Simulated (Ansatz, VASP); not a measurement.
**Sn in VASP and in Ansatz**

The input INCAR:

```
SYSTEM = Sn
PREC = Accurate
ENCUT = 520
EDIFF = 1E-6
ISMEAR = -1
SIGMA = 0.05
LREAL = .FALSE.
LASPH = .TRUE.
NELM = 80
ALGO = Normal
ISIF = 2
LWAVE = .FALSE.
LCHARG = .FALSE.
GGA = PE
NBANDS = 13
```

The input KPOINTS:

```
regular mesh
0
G
  10 10 10
  0 0 0
```

File POSCAR:

```
Sn
1.0
   -1.9877657590      1.9877657590      1.6268574157
    1.9877657590     -1.9877657590      1.6268574157
    1.9877657590      1.9877657590     -1.6268574157
Sn
1
Direct
    0.0000000000      0.0000000000      0.0000000000
```

The input input.yaml:

```yaml
crystal:
  lattice:
    - [-1.987765759, 1.987765759, 1.6268574157]
    - [1.987765759, -1.987765759, 1.6268574157]
    - [1.987765759, 1.987765759, -1.6268574157]
  atoms:
    - { symbol: Sn, position: [0.0, 0.0, 0.0] }
kpoints:
  mp_grid: { grid: [10, 10, 10] }
scf:
  occupations: { method: fermi_dirac, width: 0.05 }
hamiltonian:
  xc: pbe
  pseudopotentials: { kind: all_electron, lapw: { basis_error: 0.0005 } }
output:
  forces: true
  stress: true
  eigenvalues: true
```

Change from the starting cell: volume scaled by 0.94.

Alike in both runs: task single point; functional PBE; k mesh 10 × 10 × 10; occupations fermi-dirac, width 0.05 eV; no spin polarisation.

```csv
,VASP,Ansatz
version,VASP 6.6.1,Ansatz 0.2.0
potentials or method,"VASP PAW PBE potentials, release 64 (Sn_d), cutoff 520 eV","all-electron LAPW, scalar-relativistic"
```

|  | VASP | Ansatz | Ansatz less VASP |
| --- | --- | --- | --- |
| gap on the k mesh at the Fermi level (eV) | none | none | - |
| pressure (GPa) | 4.5 | 4.5 | +0.02 |
| traceless stress, the component that is largest in VASP (GPa) | 1.56 | 1.56 | +0.007 |

A gap of «none» marks a metal or a gap that the smearing closes. Ansatz ran all-electron here, and VASP with PAW potentials.
